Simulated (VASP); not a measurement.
# Br (I4/mmm) in VASP: further runs

Br is run at these levels: RPBE, revPBE, r2SCAN, BLYP; tasks: single point.

All numbers are computed with VASP 6.6.1; they aren't measurements. Logs are shortened: lines on timing, memory, paths and dates and some standing lists are left out, and cuts for length are marked.

### Step 1. The cell of the first run

Symmetry: I4/mmm, No. 139, tetragonal system. Conventional cell: a = 2.911 Å, b = 2.911 Å, c = 10.450 Å, α = 90.00°, β = 90.00°, γ = 90.00°. Br (site symmetry 4/mmm) has 4 Br at 2.91 Å within 3.8 Å.

### Step 2. Single point, RPBE

INCAR

```
ALGO = Normal
EDIFF = 1E-7
ENCUT = 520
GGA = RP
ISIF = 2
ISMEAR = -1
LASPH = True
LCHARG = True
LELF = True
LREAL = False
LVHAR = True
LWAVE = False
NBANDS = 10
NELM = 100
PREC = Accurate
SIGMA = 0.05
```

KPOINTS

```
k-points
0
Gamma
  13 13 13
```

POSCAR

```
Br
1.0
   -1.4552505070      1.4552505070      5.2252076868
    1.4552505070     -1.4552505070      5.2252076868
    1.4552505070      1.4552505070     -5.2252076868
Br
1
Direct
    0.0000000000      0.0000000000      0.0000000000
```

Potentials or basis: VASP PAW PBE potentials, release 64 (Br).

The run is started by

```
> cat potpaw_PBE.64/Br/POTCAR > POTCAR
> mpirun -np 1 vasp_std > vasp.out
```

OUTCAR:

```text
EDIFF = 1E-7
   ENCUT = 520
   GGA = RP
   ISIF = 2
   ISMEAR = -1
   LASPH = True
   LREAL = False
   NELM = 100
   PREC = Accurate

 ion  position               nearest neighbor table
   1  0.000  0.000  0.000-

  LATTYP: Found a body centered tetragonal cell.
 ALAT       =     2.9105010140
 C/A-ratio  =     3.5905898412

  Lattice vectors:

 A1 = (  -1.4552505070,   1.4552505070,   5.2252076868)
 A2 = (   1.4552505070,  -1.4552505070,   5.2252076868)
 A3 = (   1.4552505070,   1.4552505070,  -5.2252076868)

Analysis of symmetry for initial positions (statically):
=====================================================================
 Subroutine PRICEL returns:
 Original cell was already a primitive cell.

 Routine SETGRP: Setting up the symmetry group for a
 body centered tetragonal supercell.

 Subroutine GETGRP returns: Found 16 space group operations
 (whereof 16 operations were pure point group operations)
 out of a pool of 16 trial point group operations.

The static configuration has the point symmetry D_4h.

Analysis of symmetry for dynamics (positions and initial velocities):
=====================================================================
 Subroutine PRICEL returns:
 Original cell was already a primitive cell.

 Routine SETGRP: Setting up the symmetry group for a
 body centered tetragonal supercell.

 Subroutine GETGRP returns: Found 16 space group operations
 (whereof 16 operations were pure point group operations)
 out of a pool of 16 trial point group operations.

The dynamic configuration has the point symmetry D_4h.

 Subroutine INISYM returns: Found 16 space group operations
 (whereof 16 operations are pure point group operations),
 and found     1 'primitive' translations

----------------------------------------------------------------------------------------

                                     Primitive cell

  volume of cell :      44.2628

  direct lattice vectors                    reciprocal lattice vectors
    -1.455250507  1.455250507  5.225207687     0.000000000  0.343583457  0.095689976
     1.455250507 -1.455250507  5.225207687     0.343583457  0.000000000  0.095689976
     1.455250507  1.455250507 -5.225207687     0.343583457  0.343583457  0.000000000

  length of vectors
     5.615897386  5.615897386  5.615897386     0.356659731  0.356659731  0.485900385

  position of ions in fractional coordinates (direct lattice)
     0.000000000  0.000000000  0.000000000

  ion indices of the primitive-cell ions
   primitive index   ion index
                 1           1

----------------------------------------------------------------------------------------

 KPOINTS: k-points

Automatic generation of k-mesh.
 Grid dimensions read from file:
 generate k-points for:   13   13   13

 Generating k-lattice:

  Cartesian coordinates                     Fractional coordinates (reciprocal lattice)
     0.000000000  0.026429497  0.007360767     0.076923077  0.000000000 -0.000000000
     0.026429497  0.000000000  0.007360767     0.000000000  0.076923077 -0.000000000
     0.026429497  0.026429497  0.000000000     0.000000000  0.000000000  0.076923077

  Length of vectors
     0.027435364  0.027435364  0.037376953

  Shift w.r.t. Gamma in fractional coordinates (k-lattice)
     0.000000000  0.000000000  0.000000000

 Subroutine IBZKPT returns following result:
 ===========================================

 Found    196 irreducible k-points:

 Following reciprocal coordinates:
            Coordinates               Weight
  0.000000  0.000000  0.000000      1.000000
  0.076923 -0.000000  0.000000      8.000000
  0.153846  0.000000 -0.000000      8.000000
  0.230769  0.000000 -0.000000      8.000000
  0.307692  0.000000 -0.000000      8.000000
  0.384615  0.000000  0.000000      8.000000
[... 16 lines left out ...]
  0.384615  0.153846  0.000000     16.000000
  0.461538  0.153846 -0.000000     16.000000
 [... further k-points ...]
   k-points           NKPTS =    196   k-points in BZ     NKDIM =    196   number of bands    NBANDS=     10
   number of dos      NEDOS =    301   number of ions     NIONS =      1
   total plane-waves  NPLWV =  74088
   dimension x,y,z NGX =    42 NGY =   42 NGZ =   42
   dimension x,y,z NGXF=    84 NGYF=   84 NGZF=   84
   ions per type =               1
   NGX,Y,Z   is equivalent  to a cutoff of  12.43, 12.43, 12.43 a.u.
   NGXF,Y,Z  is equivalent  to a cutoff of  24.87, 24.87, 24.87 a.u.
 SYSTEM =  unknown system
   PREC   = accura    normal or accurate (medium, high low for compatibility)
   ISTART =      0    job   : 0-new  1-cont  2-samecut
   ICHARG =      2    charge: 1-file 2-atom 10-const
   ISPIN  =      1    spin polarized calculation?
   LNONCOLLINEAR =      F non collinear calculations
   LSORBIT =      F    spin-orbit coupling
   LASPH  =      T    aspherical Exc in radial PAW
   ENCUT  =  520.0 eV  38.22 Ry    6.18 a.u.  10.44 10.44 10.44*2*pi/ulx,y,z
   NELM   =    100;   NELMIN=  2; NELMDL= -5     # of ELM steps
   EDIFF  = 0.1E-06   stopping-criterion for ELM
   LREAL  =      F    real-space projection
   EDIFFG = 0.1E-05   stopping-criterion for IOM
   NSW    =      0    number of steps for IOM
   IBRION =     -1    ionic relax: 0-MD 1-quasi-New 2-CG
   NFREE  =      0    steps in history (QN), initial steepest desc. (CG)
   ISIF   =      2    stress and relaxation
   ISYM   =      2    0-nonsym 1-usesym 2-fastsym
   POTIM  = 0.5000    time-step for ionic-motion
   TEBEG  =    0.0;   TEEND  =   0.0 temperature during run
   PSTRESS=    0.0 pullay stress
   NELECT =       7.0000    total number of electrons
   NUPDOWN=      -1.0000    fix difference up-down
   EMIN   =  10.00;   EMAX   =-10.00  energy-range for DOS
   EFERMI =   0.00;   METHOD = LEGACY
   ISMEAR =    -1;   SIGMA  =   0.05  broadening in eV -4-tet -1-fermi 0-gaus
   EFERMI_NEDOS =   21; number of points for ismear=-14 and -15
   IALGO  =     38    algorithm
   IMIX   =      4    mixing-type and parameters
     AMIX     =   0.40;   BMIX     =  1.00
     AMIX_MAG =   1.60;   BMIX_MAG =  1.00
  volume/ion in A,a.u.               =      44.26       298.70
  Fermi-wavevector in a.u.,A,eV,Ry     =   0.885308  1.672990 10.663847  0.783771
  Thomas-Fermi vector in A             =   2.006324
   LORBIT       =      0    0 simple, 1 ext, 2 COOP (PROOUT), +10 PAW based schemes
   GGA     = RP    functional components
   LHFCALC =     F    Hartree Fock is set to
   AEXX    =    0.0000 exact exchange contribution
   IVDW    =     0    specifies the selected vdW correction
   LEPSILON=     F    determine dielectric tensor
   LRPA    =     F    only Hartree local field effects (RPA)
 non-spin polarized calculation
  energy-cutoff  :      520.00
  volume of cell :       44.26
 maximum number of plane-waves:      1215
 NGX is ok and might be reduce to    42
   NGX = 21   NGY = 21   NGZ = 21

 number of electron       6.9999999 magnetization

 Free energy of the ion-electron system (eV)
  ---------------------------------------------------
  ext. energy  EPLUGINS =         0.00000000
  ---------------------------------------------------
  free energy    TOTEN  =        -1.22708763 eV

  energy without entropy =       -1.22210384  energy(sigma->0) =       -1.22459574

 E-fermi :  -1.2648     XC(G=0):  -6.4142

 val. band max:       -1.3619009860   @ k =  -0.2308   0.3077   0.0769
 cond. band min:      -1.2239113646   @ k =  -0.3077   0.3846   0.1538
 fundamental gap:      0.1379896214
 Fermi energy:        -1.2647747343

 k-point     1 :       0.0000    0.0000    0.0000
  band No.  band energies     occupation
      1     -16.9534      2.00000
      2      -4.2368      2.00000
      3      -0.4807      0.00000
      4      -0.4807      0.00000
      5       3.4544      0.00000
      6       8.4637      0.00000
      7       8.5313      0.00000
      8      12.0202      0.00000
      9      15.4214      0.00000
     10      15.4214      0.00000

 k-point     2 :       0.0769   -0.0000    0.0000
  band No.  band energies     occupation
      1     -16.8921      2.00000
      2      -4.1794      2.00000
      3      -1.0262      0.01679
      4      -0.4373      0.00000
      5       3.5970      0.00000
      6       8.5772      0.00000
      7       9.2020      0.00000
      8      11.6086      0.00000
      9      14.7304      0.00000
     10      15.5058      0.00000

 k-point     3 :       0.1538    0.0000   -0.0000
  band No.  band energies     occupation
      1     -16.7153      2.00000
      2      -4.0132      2.00000
      3      -2.2675      2.00000
      4      -0.3141      0.00000
      5       3.9883      0.00000
      6       8.8143      0.00000
      7      10.4642      0.00000
      8      10.9262      0.00000
      9      13.9613      0.00000
     10      15.7525      0.00000

 k-point     4 :       0.2308    0.0000   -0.0000
  band No.  band energies     occupation
      1     -16.4456      2.00000
      2      -3.7616      2.00000
      3      -3.6683      2.00000
      4      -0.1320      0.00000
      5       4.5937      0.00000
      6       9.0338      0.00000
      7       9.2466      0.00000
      8      12.8503      0.00000
      9      13.5045      0.00000
     10      16.1361      0.00000
[... 222 lines left out ...]
 k-point    22 :       0.3077    0.1538    0.0000
  band No.  band energies     occupation
      1     -15.8911      2.00000
      2      -4.7207      2.00000
      3      -3.2650      2.00000
      4      -1.5914      1.99709
      5       5.9325      0.00000
      6       8.4862      0.00000
      7      10.7818      0.00000
      8      11.7775      0.00000
      9      12.7230      0.00000
     10      13.7668      0.00000

 k-point    23 :       0.3846    0.1538    0.0000
  band No.  band energies     occupation
      1     -15.5946      2.00000
      2      -5.6838      2.00000
      3      -2.9783      2.00000
      4      -1.3622      1.75045
      5       6.2269      0.00000
      6       8.3698      0.00000
      7      10.1672      0.00000
      8      11.1270      0.00000
      9      12.8140      0.00000
     10      13.5097      0.00000

 k-point    24 :       0.4615    0.1538   -0.0000
  band No.  band energies     occupation
      1     -15.4103      2.00000
      2      -6.2105      2.00000
      3      -2.7910      2.00000
      4      -1.2238      0.61202
      5       6.1071      0.00000
      6       8.9334      0.00000
      7       9.5310      0.00000
      8      10.4362      0.00000
      9      12.9541      0.00000
     10      13.5965      0.00000

 [... further k-points ...]

------------------------ aborting loop because EDIFF is reached ----------------------------------------

  FORCE on cell =-STRESS in cart. coord.  units (eV):
  Direction    XX          YY          ZZ          XY          YZ          ZX
  --------------------------------------------------------------------------------------
  -------------------------------------------------------------------------------------
  Total       -0.0049543     -0.0049543     -0.0047412      0.0000000     -0.0000000      0.0000000
  in kB       -0.1793307     -0.1793307     -0.1716161      0.0000000     -0.0000000      0.0000000
  external PRESSURE =      -0.1767592 kB  Pullay stress =       0.0000000 kB

 VOLUME and BASIS-vectors are now :
 -----------------------------------------------------------------------------
  energy-cutoff  :      520.00
  volume of cell :       44.26
      direct lattice vectors                 reciprocal lattice vectors
    -1.455250507  1.455250507  5.225207687     0.000000000  0.343583457  0.095689976
     1.455250507 -1.455250507  5.225207687     0.343583457  0.000000000  0.095689976
     1.455250507  1.455250507 -5.225207687     0.343583457  0.343583457  0.000000000

 POSITION                                       TOTAL-FORCE (eV/Angst)
 -----------------------------------------------------------------------------------
      0.00000      0.00000      0.00000         0.000000      0.000000      0.000000
 -----------------------------------------------------------------------------------
    total drift:                               -0.000000     -0.000000     -0.000000

  FREE ENERGIE OF THE ION-ELECTRON SYSTEM (eV)
  ---------------------------------------------------
  free  energy   TOTEN  =        -1.2270876337 eV

  energy  without entropy=       -1.2221038447  energy(sigma->0) =       -1.22459574
```

It took 4 min on 1 thread of Intel Xeon 8259CL, shared host; peak memory 0.29 GiB.

What came out:

- Free energy: -1.2271 eV
- Pressure: 0.0 GPa
- Band gap on the k mesh: zero (an odd number of electrons rules out a gap without spin polarisation)

Caveat: the PAW data sets were made with another functional, which shifts forces and pressure a little; an odd number of electrons without spin polarisation forces a metal; a magnetic or distorted state may lie lower.

### Step 3. Single point, revPBE

This run uses another cell than the first one, of 46.80 Å³/atom.

INCAR

```
SYSTEM = Br
PREC = Accurate
ENCUT = 520
EDIFF = 1E-6
ISMEAR = -1
SIGMA = 0.05
LREAL = .False.
LASPH = .True.
NELM = 100
ALGO = Normal
ISIF = 2
LWAVE = .False.
LCHARG = .False.
GGA = RE
NBANDS = 10
```

KPOINTS

```
regular mesh
0
Gamma
  13 13 13
  0 0 0
```

POSCAR

```
Br
1.0
   -1.4501191315      1.4501191315      5.5643906614
    1.4501191315     -1.4501191315      5.5643906614
    1.4501191315      1.4501191315     -5.5643906614
Br
1
Direct
    0.0000000000      0.0000000000      0.0000000000
```

Potentials or basis: VASP PAW PBE potentials, release 64 (Br).

The run is started by

```
> cat potpaw_PBE.64/Br/POTCAR > POTCAR
> mpirun -np 1 vasp_std > vasp.out
```

Run time: 4.6 min. Hardware: 1 thread of Intel Xeon 8259CL, shared host; peak memory 0.35 GiB.

The run converged. Its results:

```
Free energy            : -1.2349 eV
Pressure               : 0.0 GPa
Band gap on the k mesh : zero (an odd number of electrons rules out a gap without spin polarisation)
```

Levels at points of the mesh, in eV from the Fermi level:
```tsv
k point	band 1	band 2	band 3	band 4	band 5	band 6
(0.00, 0.00, 0.00)	-15.76	-3.08	0.79	0.79	4.78	9.69
```

Caveat: the PAW data sets were made with another functional, which shifts forces and pressure a little; an odd number of electrons without spin polarisation forces a metal; a magnetic or distorted state may lie lower.

(Continued in part 2 of 2.)
